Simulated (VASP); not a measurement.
A run of VASP 6.6.1 is set up as follows.

File INCAR:

```
ALGO     = Normal         # electronic algorithm
EDIFF    = 1E-6           # SCF threshold, eV
EDIFFG   = -0.04          # ionic threshold
ENCUT    = 600            # plane-wave cutoff, eV
GGA      = PE             # functional
IBRION   = 2              # ionic algorithm
ISIF     = 3              # what is computed and relaxed
ISMEAR   = 0              # smearing method
LASPH    = True           # aspherical terms in the spheres
LCHARG   = False          # write CHGCAR
LREAL    = Auto         
LWAVE    = False          # write WAVECAR
NELM     = 100            # most SCF steps
NSW      = 90             # ionic steps
PREC     = Accurate       # precision mode
SIGMA    = 0.1            # smearing width, eV
```

File KPOINTS:

```
k-points
0
Gamma
  4 4 4
```

Contents of POSCAR:

```
Na2YMgC6N6
1.0
    0.0000000000      5.3600000000      5.3600000000
    5.3600000000      0.0000000000      5.3600000000
    5.3600000000      5.3600000000      0.0000000000
Na Y Mg C N
2 1 1 6 6
Direct
    0.2500000000      0.2500000000      0.2500000000
    0.7500000000      0.7500000000      0.7500000000
    0.5000000000      0.5000000000      0.5000000000
    0.0000000000      0.0000000000      0.0000000000
    0.8152985100      0.1847014900      0.1847014900
    0.1847014900      0.8152985100      0.1847014900
    0.1847014900      0.1847014900      0.8152985100
    0.1847014900      0.8152985100      0.8152985100
    0.8152985100      0.1847014900      0.8152985100
    0.8152985100      0.8152985100      0.1847014900
    0.7061567200      0.2938432800      0.2938432800
    0.2938432800      0.7061567200      0.2938432800
    0.2938432800      0.2938432800      0.7061567200
    0.2938432800      0.7061567200      0.7061567200
    0.7061567200      0.2938432800      0.7061567200
    0.7061567200      0.7061567200      0.2938432800
```

Potentials or basis: VASP PAW PBE potentials, release 64 (Na_pv, Y_sv, Mg, C, N).

The run is started by

```sh
$ cat potpaw_PBE.64/Na_pv/POTCAR potpaw_PBE.64/Y_sv/POTCAR potpaw_PBE.64/Mg/POTCAR potpaw_PBE.64/C/POTCAR potpaw_PBE.64/N/POTCAR > POTCAR
$ mpirun -np 1 vasp_std > vasp.out
```

Q: What does it give for the band gap on the k mesh?

A: Zero (an odd number of electrons rules out a gap without spin polarisation).

Q: What does it give for the relaxed cell?

A: a = 8.212 Å, b = 8.212 Å, c = 8.212 Å, α = 60.00°, β = 60.00°, γ = 60.00°.

Q: What does it give for the relaxed volume?

A: 24.48 Å³/atom.

Final structure:
```
Na Y Mg C N
1.0
     0.00000    5.80698    5.80698
     5.80698    0.00000    5.80698
     5.80698    5.80698    0.00000
Na Y Mg C N
2 1 1 6 6
Cartesian
  2.9035 2.9035 2.9035
  8.7105 8.7105 8.7105
  5.8070 5.8070 5.8070
  0.0000 0.0000 0.0000
  2.2756 5.8070 5.8070
  5.8070 2.2756 5.8070
  5.8070 5.8070 2.2756
  9.3384 5.8070 5.8070
  5.8070 9.3384 5.8070
  5.8070 5.8070 9.3384
  3.4555 5.8070 5.8070
  5.8070 3.4555 5.8070
  5.8070 5.8070 3.4555
  8.1584 5.8070 5.8070
  5.8070 8.1584 5.8070
  5.8070 5.8070 8.1584
```

Caveat: the volume moved by over 15 % at a fixed basis, so the end points are rough.
